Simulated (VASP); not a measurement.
Set up this calculation in VASP 6.6.1, as the native input.

| Item | Value |
| --- | --- |
| Task | single point |
| Functional | PBEsol |
| Potentials or basis | VASP PAW PBE potentials, release 64 (Si, C) |
| Cutoff | 520 eV |
| k mesh | 10 × 10 × 3 |
| Occupations | fermi-dirac, width 0.05 eV |
| Spin | no spin polarisation |
| Dipole correction | no |
| Further INCAR settings | ALGO = Normal; EDIFF = 1e-07; NBANDS = 26 |

The structure of SiC lies in POSCAR:

```
SiC
1.0
    3.0756941497      0.0000000000      0.0000000000
   -1.5378470748      2.6636292679      0.0000000000
    0.0000000000      0.0000000000     10.0706464800
Si C
4 4
Direct
    0.0000000000      0.0000000000      0.1878943800
    0.0000000000      0.0000000000      0.6878943800
    0.3333333333      0.6666666667      0.4378419800
    0.6666666667      0.3333333333      0.9378419800
    0.0000000000      0.0000000000      0.0004600500
    0.0000000000      0.0000000000      0.5004600500
    0.3333333333      0.6666666667      0.2498025900
    0.6666666667      0.3333333333      0.7498025900
```

One way to write it, as run:

INCAR

```
ALGO     = Normal         # electronic algorithm
EDIFF    = 1E-7           # SCF threshold, eV
ENCUT    = 520            # plane-wave cutoff, eV
GGA      = PS             # functional
ISIF     = 2              # what is computed and relaxed
ISMEAR   = -1             # smearing method
LASPH    = True           # aspherical terms in the spheres
LCHARG   = False          # write CHGCAR
LREAL    = False          # projectors in reciprocal space
LWAVE    = False          # write WAVECAR
NBANDS   = 26             # bands
NELM     = 100            # most SCF steps
PREC     = Accurate       # precision mode
SIGMA    = 0.05           # smearing width, eV
```

KPOINTS

```
k-points
0
Gamma
  10 10 3
```

Potentials or basis: VASP PAW PBE potentials, release 64 (Si, C).

Launch:

```sh
$ cat potpaw_PBE.64/Si/POTCAR potpaw_PBE.64/C/POTCAR > POTCAR
$ mpirun -np 1 vasp_std > vasp.out
```

Results of the run:

```json
{"Pressure": "0.8 GPa", "Largest force": "0.005 eV/Å", "Band gap on the k mesh": "2.11 eV, indirect (least direct gap 3.24 eV)"}
```

Caveat: the PAW data sets were made with another functional, which shifts forces and pressure a little.

It took 22 s on 1 thread of Intel(R) Xeon(R) 6975P-C (Granite Rapids), on a shared host, peak memory 0.21 GiB.
